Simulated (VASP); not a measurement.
# Si8HO16 (a cell with a defect) in VASP: notebook

Runs on Si8HO16 (a cell with a defect). Level: PBE. Tasks: single point.

Program: VASP 6.6.1. These are calculated values, not measurements. Logs are shortened: lines on timing, memory, paths and dates and some standing lists are left out, and cuts for length are marked.

## 1. The cell of the first run

The cell holds a defect, 25 atoms: a = 5.908 Å, b = 5.908 Å, c = 5.330 Å, α = 90.00°, β = 90.00°, γ = 90.00°.

## 2. Single point, PBE

Contents of INCAR:

```
SYSTEM = Si8HO16
  PREC = Accurate
  ENCUT = 520
  EDIFF = 1E-7
  ISMEAR = -1
  SIGMA = 0.05
  LREAL = Auto
  LASPH = .True.
  NELM = 60
  ALGO = Normal
  ISIF = 2
  LWAVE = .False.
  LCHARG = .False.
  GGA = PE
  NELECT = 128.0
  NBANDS = 82
```

Contents of KPOINTS:

```
regular mesh
0
Gamma
  2 2 2
  0 0 0
```

Contents of POSCAR:

```
Si8HO16
1.0
   -4.1773000000     -4.1773000000      0.0000000000
    4.1773000000     -4.1773000000      0.0000000000
    0.0000000000      0.0000000000      5.3304000000
Si O H
8 16 1
Direct
    0.5066039068      0.4980893161     -0.0004012832
    0.0081264214      0.5042830297      0.2415184602
    0.4801656572      0.4936631317      0.4995797689
    0.0082251694      0.5041790152      0.7577605808
    0.0007697556      0.0048254854     -0.0004018460
    0.5013193929     -0.0022376894      0.2470568813
    0.0134517511      0.0078907428      0.4995812697
    0.5012643334     -0.0021656333      0.7521846391
    0.2011306346      0.4918330022     -0.0003609485
   -0.0085338616      0.2019183444      0.2531492946
    0.8098546908      0.5100189117     -0.0003977187
    0.0136914993      0.8095524621      0.2485511406
    0.1883532425      0.4945632346      0.4996060333
   -0.0085216527      0.2019260048      0.7460781555
    0.8004287458      0.5405163622      0.4996212292
    0.0136863524      0.8095604817      0.7506389764
    0.6967921863     -0.0073767745     -0.0003904022
    0.4908178728      0.6914819381      0.2496107234
    0.3063120915      0.0105619659     -0.0003776452
    0.5127896009      0.3035443947      0.2533914903
    0.7016467575     -0.0256483853      0.4996232928
    0.4908041079      0.6914674551      0.7495914003
    0.3113578149      0.0079228210      0.4996011556
    0.5127606349      0.3035252436      0.7458402747
    0.7679374237      0.7149816867      0.4995960903
```

Potentials or basis: VASP PAW PBE potentials, release 64 (Si, O, H).

Run with:

```
> cat potpaw_PBE.64/Si/POTCAR potpaw_PBE.64/O/POTCAR potpaw_PBE.64/H/POTCAR > POTCAR
> mpirun -np 1 vasp_std > vasp.out
```

OUTCAR:

```text
SYSTEM = Si8HO16
   PREC = Accurate
   ENCUT = 520
   EDIFF = 1E-7
   ISMEAR = -1
   LREAL = Auto
   LASPH = .True.
   NELM = 60
   ISIF = 2
   GGA = PE
   NELECT = 128.0

 ion  position               nearest neighbor table
   1  0.507  0.498  1.000-  22 1.76  18 1.76  24 1.78  20 1.78  11 1.79   9 1.80   3 2.67   3 2.67

   2  0.008  0.504  0.242-   9 1.72  13 1.74  11 1.74  10 1.79  12 1.80  15 1.86   4 2.58   4 2.75
                             3 3.11
   3  0.480  0.494  0.500-  13 1.72  20 1.74  24 1.74  18 1.77  22 1.77  15 1.91   1 2.67   1 2.67
                             4 3.11   2 3.11
   4  0.008  0.504  0.758-   9 1.72  13 1.74  11 1.74  14 1.79  16 1.80  15 1.86   2 2.58   2 2.75
                             3 3.11
   5  0.001  0.005  1.000-  16 1.76  12 1.76  14 1.78  10 1.78  17 1.80  19 1.81   7 2.67   7 2.67
[... 7 lines left out ...]
   9  0.201  0.492  1.000-   4 1.72   2 1.72   1 1.80
  10  0.991  0.202  0.253-   7 1.75   5 1.78   2 1.79
  11  0.810  0.510  1.000-   2 1.74   4 1.74   1 1.79
  12  0.014  0.810  0.249-   5 1.76   7 1.78   2 1.80
  13  0.188  0.495  0.500-   3 1.72   4 1.74   2 1.74
  14  0.991  0.202  0.746-   7 1.75   5 1.78   4 1.79
  15  0.800  0.541  0.500-  25 1.05   2 1.86   4 1.86   3 1.91
  16  0.014  0.810  0.751-   5 1.76   7 1.78   4 1.80
  17  0.697  0.993  1.000-   6 1.75   8 1.75   5 1.80
  18  0.491  0.691  0.250-   1 1.76   3 1.77   6 1.81
  19  0.306  0.011  1.000-   8 1.75   6 1.75   5 1.81
  20  0.513  0.304  0.253-   3 1.74   1 1.78   6 1.81
  21  0.702  0.974  0.500-   6 1.80   8 1.80   7 1.85
  22  0.491  0.691  0.750-   1 1.76   3 1.77   8 1.81
  23  0.311  0.008  0.500-   8 1.75   6 1.75   7 1.76
  24  0.513  0.304  0.746-   3 1.74   1 1.78   8 1.81
  25  0.768  0.715  0.500-  15 1.05

  LATTYP: Found a simple tetragonal cell.
 ALAT       =     5.9075943141
 C/A-ratio  =     0.9022962168

  Lattice vectors:

 A1 = (  -4.1773000000,  -4.1773000000,   0.0000000000)
 A2 = (   4.1773000000,  -4.1773000000,   0.0000000000)
 A3 = (   0.0000000000,   0.0000000000,   5.3304000000)

Analysis of symmetry for initial positions (statically):
=====================================================================
 Subroutine PRICEL returns:
 Original cell was already a primitive cell.

 Routine SETGRP: Setting up the symmetry group for a
 simple tetragonal supercell.

 Subroutine GETGRP returns: Found  1 space group operations
 (whereof  1 operations were pure point group operations)
 out of a pool of 16 trial point group operations.

The static configuration has the point symmetry C_1 .

[... 145 lines left out ...]
   IBRION =     -1    ionic relax: 0-MD 1-quasi-New 2-CG
   NFREE  =      0    steps in history (QN), initial steepest desc. (CG)
   ISIF   =      2    stress and relaxation
   ISYM   =      2    0-nonsym 1-usesym 2-fastsym
   POTIM  = 0.5000    time-step for ionic-motion
   TEBEG  =    0.0;   TEEND  =   0.0 temperature during run
   PSTRESS=    0.0 pullay stress
   NELECT =     128.0000    total number of electrons
   NUPDOWN=      -1.0000    fix difference up-down
   EMIN   =  10.00;   EMAX   =-10.00  energy-range for DOS
   EFERMI =   0.00;   METHOD = LEGACY
   ISMEAR =    -1;   SIGMA  =   0.05  broadening in eV -4-tet -1-fermi 0-gaus
   EFERMI_NEDOS =   21; number of points for ismear=-14 and -15
   IALGO  =     38    algorithm
   IMIX   =      4    mixing-type and parameters
     AMIX     =   0.40;   BMIX     =  1.00
     AMIX_MAG =   1.60;   BMIX_MAG =  1.00
  volume/ion in A,a.u.               =       7.44        50.22
  Fermi-wavevector in a.u.,A,eV,Ry     =   1.445277  2.731178 28.420200  2.088826
  Thomas-Fermi vector in A             =   2.563477
   LORBIT       =      0    0 simple, 1 ext, 2 COOP (PROOUT), +10 PAW based schemes
   GGA     = PE    functional components
   LHFCALC =     F    Hartree Fock is set to
   AEXX    =    0.0000 exact exchange contribution
   IVDW    =     0    specifies the selected vdW correction
   LEPSILON=     F    determine dielectric tensor
   LRPA    =     F    only Hartree local field effects (RPA)
 non-spin polarized calculation
  energy-cutoff  :      520.00
  volume of cell :      186.03
 maximum number of plane-waves:      5032
 NGX is ok and might be reduce to    48
   NGX = 21   NGY = 21   NGZ = 19

 number of electron     127.9999965 magnetization

 Free energy of the ion-electron system (eV)
  ---------------------------------------------------
  ext. energy  EPLUGINS =         0.00000000
  ---------------------------------------------------
  free energy    TOTEN  =      -197.04176410 eV

  energy without entropy =     -197.04176410  energy(sigma->0) =     -197.04176410

 E-fermi :   9.3267     XC(G=0): -12.2861

 val. band max:        8.1629871113   @ k =   0.0000   0.0000   0.0000
 cond. band min:      13.8824844134   @ k =   0.0000   0.0000   0.0000
 fundamental gap:      5.7194973021
 Fermi energy:         9.3267307664

 k-point     1 :       0.0000    0.0000    0.0000
  band No.  band energies     occupation
      1     -14.5038      2.00000
      2     -12.8450      2.00000
      3     -12.3383      2.00000
      4     -12.2492      2.00000
      5     -11.5521      2.00000
      6     -11.4001      2.00000
[... 621 lines left out ...]
     75      18.7186      0.00000
     76      18.8396      0.00000
 [bands above 76 left out]

------------------------ aborting loop because EDIFF is reached ----------------------------------------

  FORCE on cell =-STRESS in cart. coord.  units (eV):
  Direction    XX          YY          ZZ          XY          YZ          ZX
  --------------------------------------------------------------------------------------
  -------------------------------------------------------------------------------------
  Total       -5.2479183      6.6700710      5.9149933      5.8209302      0.0000824     -0.0002194
  in kB      -45.1977194     57.4460155     50.9429056     50.1327866      0.0007097     -0.0018892
  external PRESSURE =      21.0637339 kB  Pullay stress =       0.0000000 kB

 VOLUME and BASIS-vectors are now :
 -----------------------------------------------------------------------------
  energy-cutoff  :      520.00
  volume of cell :      186.03
      direct lattice vectors                 reciprocal lattice vectors
    -4.177300000 -4.177300000  0.000000000    -0.119694540 -0.119694540  0.000000000
     4.177300000 -4.177300000  0.000000000     0.119694540 -0.119694540  0.000000000
     0.000000000  0.000000000  5.330400000     0.000000000  0.000000000  0.187603182

 POSITION                                       TOTAL-FORCE (eV/Angst)
 -----------------------------------------------------------------------------------
     -0.03557     -4.19691      5.32826        -0.007285     -0.020044     -0.001279
      2.07259     -2.14049      1.28739        -0.032664     -0.007688     -0.002383
      0.05638     -4.06797      2.66296         0.021041      0.038472      0.005283
      2.07175     -2.14047      4.03917        -0.016837     -0.011134     -0.002781
      0.01694     -0.02337      5.32826         0.005012     -0.014968      0.000087
      2.07379     -6.26211      1.31691         0.004511     -0.016453      0.024156
[... 17 lines left out ...]
     -0.87404     -3.40987      3.97563         0.035034      0.002448      0.013944
     -0.22121     -6.19460      2.66305        -0.196580      0.051906      0.002664
 -----------------------------------------------------------------------------------
    total drift:                                0.004685      0.026907     -0.003453

  FREE ENERGIE OF THE ION-ELECTRON SYSTEM (eV)
  ---------------------------------------------------
  free  energy   TOTEN  =      -197.0417640985 eV

  energy  without entropy=     -197.0417640985  energy(sigma->0) =     -197.04176410
```

Wall time 6.7 min (1 thread of Intel Xeon 8259CL, shared host); peak memory 0.32 GiB.

What came out:

| Item | Value |
| --- | --- |
| Free energy | -197.0418 eV |
| Largest force | 0.203 eV/Å |

Forces in eV/Å, atoms in the order of the input:
```
Si  -0.007 -0.020 -0.001
Si  -0.033 -0.008 -0.002
Si   0.021  0.038  0.005
Si  -0.017 -0.011 -0.003
Si   0.005 -0.015  0.000
Si   0.005 -0.016  0.024
Si   0.050  0.017  0.004
Si  -0.006 -0.013 -0.027
O   -0.021 -0.048  0.001
O    0.002 -0.016 -0.017
O    0.018  0.015  0.003
O    0.007  0.057  0.020
O    0.018  0.005 -0.001
O   -0.002 -0.014  0.014
O   -0.108  0.081 -0.002
O    0.005  0.058 -0.018
O    0.004 -0.025 -0.001
O    0.008 -0.053  0.022
O    0.022  0.025  0.000
O    0.032  0.006 -0.018
O    0.109 -0.086 -0.001
O    0.010 -0.054 -0.019
O    0.038  0.021  0.000
O    0.035  0.002  0.014
H   -0.197  0.052  0.003
```

Levels at points of the mesh, in eV from the Fermi level:
| k point | band 60 | band 61 | band 62 | band 63 | band 64 | band 65 | band 66 | band 67 | band 68 | band 69 |
| --- | --- | --- | --- | --- | --- | --- | --- | --- | --- | --- |
| (0.00, 0.00, 0.00) | -2.65 | -2.43 | -1.98 | -1.78 | -1.16 | 4.56 | 5.74 | 6.07 | 6.11 | 6.48 |
| (0.50, 0.00, 0.00) | -2.89 | -2.54 | -2.41 | -1.99 | -1.71 | 5.61 | 5.90 | 6.56 | 6.68 | 6.70 |
| (0.00, 0.50, 0.00) | -2.64 | -2.52 | -2.27 | -1.99 | -1.81 | 5.73 | 5.86 | 6.49 | 6.71 | 6.89 |
| (0.50, 0.50, 0.00) | -2.52 | -2.32 | -2.19 | -1.92 | -1.84 | 6.49 | 6.55 | 6.87 | 6.88 | 7.33 |
| (0.00, 0.00, 0.50) | -2.42 | -2.40 | -2.38 | -2.05 | -1.71 | 6.29 | 6.40 | 6.94 | 7.06 | 7.14 |
| (0.50, 0.00, 0.50) | -2.53 | -2.36 | -1.91 | -1.88 | -1.76 | 6.46 | 6.67 | 6.92 | 6.97 | 7.82 |
| (0.00, 0.50, 0.50) | -2.46 | -2.32 | -2.00 | -1.92 | -1.77 | 6.78 | 6.86 | 6.89 | 6.95 | 7.84 |
| (0.50, 0.50, 0.50) | -2.43 | -2.38 | -2.31 | -2.22 | -2.17 | 7.56 | 7.60 | 7.71 | 7.96 | 8.06 |

Caveat: the k points lie up to 0.59 Å⁻¹ apart; the cell carries a net charge on a neutralising background, which shifts energy and pressure; the cell is charged against a uniform background, so pressure and absolute levels hang on convention.

## 3. Single point, PBE

Contents of INCAR:

```
PREC     = Accurate       # precision mode
ENCUT    = 520            # plane-wave cutoff, eV
EDIFF    = 1E-7           # SCF threshold, eV
ISMEAR   = -1             # smearing method
SIGMA    = 0.05           # smearing width, eV
LREAL    = Auto         
LASPH    = T              # aspherical terms in the spheres
NELM     = 80             # most SCF steps
ALGO     = Normal         # electronic algorithm
ISIF     = 2              # what is computed and relaxed
LWAVE    = F              # write WAVECAR
LCHARG   = F              # write CHGCAR
GGA      = PE             # functional
NELECT   = 128.0        
NBANDS   = 82             # bands
```

Contents of KPOINTS:

```
Automatic mesh
0
Gamma
  2 2 2
```

Contents of POSCAR:

```
Si8HO16
1.0
   -4.1773000000     -4.1773000000      0.0000000000
    4.1773000000     -4.1773000000      0.0000000000
    0.0000000000      0.0000000000      5.3304000000
Si O H
8 16 1
Direct
    0.5091443037      0.5003170708     -0.0005305418
    0.0107303761      0.5031082278      0.2405637476
    0.4803881694      0.4948386518      0.4994782756
    0.0106774711      0.5031022431      0.7583699160
    0.0015398703      0.0042844660     -0.0005164716
    0.5023164484     -0.0001219687      0.2476223173
    0.0119560482      0.0082062576      0.4994820276
    0.5022970579     -0.0001348957      0.7513471784
    0.2034723386      0.4957826826     -0.0005371079
   -0.0048585211      0.2020504872      0.2520833333
    0.8119177459      0.5083709573     -0.0005070914
    0.0109960980      0.8089280157      0.2492120666
    0.1898101645      0.4967354511      0.4994737731
   -0.0048611543      0.2020478539      0.7468921657
    0.8030683695      0.5327688938      0.4994949722
    0.0110157279      0.8089229885      0.7497411076
    0.6975468604     -0.0038925861     -0.0005190980
    0.4956282766      0.6931314485      0.2505498649
    0.3068933282      0.0084337970     -0.0005207864
    0.5107680799      0.3055649582      0.2523690530
    0.7015614153     -0.0166194671      0.4994824028
    0.4956483853      0.6931304910      0.7484136275
    0.3108609628      0.0074683408      0.4994741483
    0.5107658057      0.3055660355      0.7465889989
    0.7762859981      0.7031461710      0.4995024764
```

Potentials or basis: VASP PAW PBE potentials, release 64 (Si, O, H).

Run with:

```
> cat potpaw_PBE.64/Si/POTCAR potpaw_PBE.64/O/POTCAR potpaw_PBE.64/H/POTCAR > POTCAR
> mpirun -np 1 vasp_std > vasp.out
```

Wall time 6.6 min (1 thread of Intel Xeon 8259CL, shared host); peak memory 0.32 GiB.

Results (log left out):

| Item | Value |
| --- | --- |
| Free energy | -197.0601 eV |
| Largest force | 0.107 eV/Å |

Forces in eV/Å, atoms in the order of the input:
```
Si  -0.007  0.017  0.004
Si  -0.011 -0.004  0.026
Si  -0.006  0.023  0.000
Si  -0.014 -0.007 -0.025
Si  -0.004 -0.011  0.000
Si   0.006  0.006  0.004
Si  -0.006 -0.019  0.000
Si   0.006  0.004 -0.007
O   -0.034 -0.021  0.001
O    0.005  0.001 -0.005
O    0.030  0.028 -0.003
O   -0.008  0.018  0.013
O   -0.001 -0.004 -0.002
O    0.004  0.001  0.005
O   -0.038  0.036 -0.001
O   -0.006  0.018 -0.009
O   -0.013 -0.008  0.000
O    0.011 -0.021  0.007
O    0.011  0.016  0.000
O   -0.014  0.008 -0.004
O    0.004 -0.009  0.001
O    0.011 -0.021 -0.007
O    0.002  0.002  0.001
O   -0.016  0.008  0.001
H    0.088 -0.062  0.000
```

Levels at points of the mesh, in eV from the Fermi level:
| k point | band 62 | band 63 | band 64 | band 65 | band 66 | band 67 |
| --- | --- | --- | --- | --- | --- | --- |
| (0.00, 0.00, 0.00) | -2.05 | -1.90 | -1.20 | 4.48 | 5.63 | 6.00 |
| (0.50, 0.00, 0.00) | -2.53 | -2.02 | -1.79 | 5.51 | 5.84 | 6.42 |
| (0.00, 0.50, 0.00) | -2.41 | -2.08 | -1.85 | 5.65 | 5.78 | 6.38 |
| (0.50, 0.50, 0.00) | -2.24 | -2.04 | -1.97 | 6.40 | 6.54 | 6.78 |
| (0.00, 0.00, 0.50) | -2.45 | -2.08 | -1.79 | 6.23 | 6.30 | 6.90 |
| (0.50, 0.00, 0.50) | -1.99 | -1.96 | -1.84 | 6.41 | 6.59 | 6.87 |
| (0.00, 0.50, 0.50) | -2.02 | -2.00 | -1.87 | 6.69 | 6.80 | 6.82 |
| (0.50, 0.50, 0.50) | -2.40 | -2.34 | -2.28 | 7.47 | 7.56 | 7.69 |

Caveat: the k points lie up to 0.59 Å⁻¹ apart; the cell carries a net charge on a neutralising background, which shifts energy and pressure; the cell is charged against a uniform background, so pressure and absolute levels hang on convention.
